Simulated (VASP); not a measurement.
Input of a VASP 6.6.1 run:

Contents of POSCAR:

```
Cu
1.0
    0.0000000000      1.7881422212     -1.7881422212
   -1.7881422212      0.0000000000      1.7881422212
    3.5762844424      3.5762844424      3.5762844424
Cu
3
Direct
    0.0000000000      0.0000000000      0.0000000000
    0.3333333330      0.6666666670      0.3333333330
    0.6666666670      0.3333333330      0.6666666670
```

INCAR.step1

```
ALGO = Normal
EDIFF = 1E-4
ENCUT = 520
GGA = PE
ISMEAR = -1
LASPH = True
LCHARG = False
LREAL = False
LWAVE = True
NBANDS = 24
NELM = 100
PREC = Accurate
SIGMA = 0.1
```

File INCAR.step2:

```
ALGO = Normal
EDIFF = 1E-7
ENCUT = 520
ISIF = 2
ISMEAR = -1
ISTART = 1
LASPH = True
LCHARG = False
LMIXTAU = True
LREAL = False
LWAVE = False
METAGGA = R2SCAN
NBANDS = 24
NELM = 100
PREC = Accurate
SIGMA = 0.1
```

Contents of KPOINTS:

```
k-points
0
Gamma
  16 16 6
```

Potentials or basis: VASP PAW PBE potentials, release 64 (Cu).

Launch:

```bash
$ cat potpaw_PBE.64/Cu/POTCAR > POTCAR
$ cp INCAR.step1 INCAR
$ mpirun -np 1 vasp_std > vasp.out
$ cp INCAR.step2 INCAR
$ mpirun -np 1 vasp_std > vasp.out
```

Problem. What does it give for the pressure?

Solution. 0.8 GPa.

Problem. Estimate the band gap on the k mesh.

Solution. Zero (an odd number of electrons rules out a gap without spin polarisation).

Caveat: the PAW data sets were made with another functional, which shifts forces and pressure a little.
